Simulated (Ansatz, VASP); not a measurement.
# One calculation of ZnCu, two programs

```
CELL_PARAMETERS angstrom
2.95773 0.00000 0.00000
0.00000 2.95773 0.00000
0.00000 0.00000 2.95773
ATOMIC_POSITIONS crystal
Zn 0.50000 0.50000 0.50000
Cu 0.00000 0.00000 0.00000
```

Alike in both runs: functional r2SCAN; k mesh 11 × 11 × 11; occupations fermi-dirac, width 0.1 eV; no spin polarisation.

Ansatz relaxed the structure, and its values are those at the end. VASP's run is a single point on that final structure, the one shown.

```csv
,VASP,Ansatz
version,VASP 6.6.1,Ansatz 0.2.0
potentials or method,"VASP PAW PBE potentials, release 64 (Zn, Cu), cutoff 520 eV",PAW plane waves
valence electrons in the cell,23,31
```

```csv
,VASP,Ansatz,Ansatz less VASP
pressure (GPa),-4.2,-4.8,-0.65
```

VASP's potentials were made for PBE, not for r2SCAN. VASP's potentials hold 23 valence electrons a cell and Ansatz's 31, so a difference there can come from the potentials and not from the codes. Ansatz's warnings: stress scf threshold loose.
